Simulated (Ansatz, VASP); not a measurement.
**AlIn2Sb2As: VASP beside Ansatz**

```xyz
6
Lattice="2.7553 -8.0469 0.0000 2.7553 8.0469 0.0000 0.0000 0.0000 4.0515" Properties=species:S:1:pos:R:3 pbc="T T T"
Al    0.0000    0.0000    0.0000
In    1.3776   -4.0234    2.0257
In    1.3776    4.0234    2.0257
Sb    2.7553   -2.0145    0.0000
Sb    2.7553    2.0145    0.0000
As    2.7553    0.0000    2.0257
```

Change from the starting cell: species swapped into the CeB2Ru2Rh type (Cmmm, No. 65).

Alike in both runs: task relaxation of cell and atoms; functional PBE; k mesh 8 × 8 × 10; occupations gaussian, width 0.1 eV; no spin polarisation.

|  | VASP | Ansatz |
| --- | --- | --- |
| version | VASP 6.6.1 | Ansatz 0.2.0 |
| potentials or method | VASP PAW PBE potentials, release 64 (Al, In_d, Sb, As), cutoff 600 eV | scalar-relativistic, plane waves, PAW |
| valence electrons in the cell | 44 | 74 |

```csv
,VASP,Ansatz,Ansatz less VASP
"gap on the k mesh at the Fermi level, each at its own relaxed structure (eV)",none,none,-
relaxed volume (Å³/atom),30.06,30.06,-0.001
relaxed length of the cell vector where the two differ most in proportion (Å),4.117,4.114,-0.0026
```

A gap of «none» marks a metal or a gap that the smearing closes. VASP's potentials hold 44 valence electrons a cell and Ansatz's 74, so a difference there can come from the potentials and not from the codes.

Spin-orbit coupling is off throughout.
